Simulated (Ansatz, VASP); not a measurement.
# Two plane-wave programs on Si2B

```
CELL_PARAMETERS angstrom
3.17184 0.00000 0.00000
-1.58592 2.74689 0.00000
0.00000 0.00000 37.88169
ATOMIC_POSITIONS crystal
Si 0.33333 0.66667 0.20435
Si 0.66667 0.33333 0.25897
Si 0.66667 0.33333 0.32178
Si 0.00000 0.00000 0.37640
B 0.00000 0.00000 0.23599
B 0.33333 0.66667 0.34476
```

Alike in both runs: functional PBE; dispersion D3(BJ); k mesh 9 × 9 × 1; occupations gaussian, width 0.1 eV; no spin polarisation.

Ansatz relaxed the structure, and its values are those at the end. VASP's run is a single point on that final structure, the one shown.

|  | VASP | Ansatz |
| --- | --- | --- |
| version | VASP 6.6.1 | Ansatz 0.2.0 |
| potentials or method | VASP PAW PBE potentials, release 64 (Si, B), cutoff 520 eV | scalar-relativistic, plane waves, PAW |
| valence electrons in the cell | 22 | 22 |

Ansatz gave:

```
gap on the k mesh at the Fermi level (eV) : none
rms of the force components (eV/Å)        : 0.005
```

Problem. What did VASP give for the same quantities?

Solution. gap on the k mesh at the Fermi level (eV): none; rms of the force components (eV/Å): 0.013.

A gap of «none» marks a metal or a gap that the smearing closes. Ansatz's warnings: relaxed geometry near dispersion switch, slab cell height set.
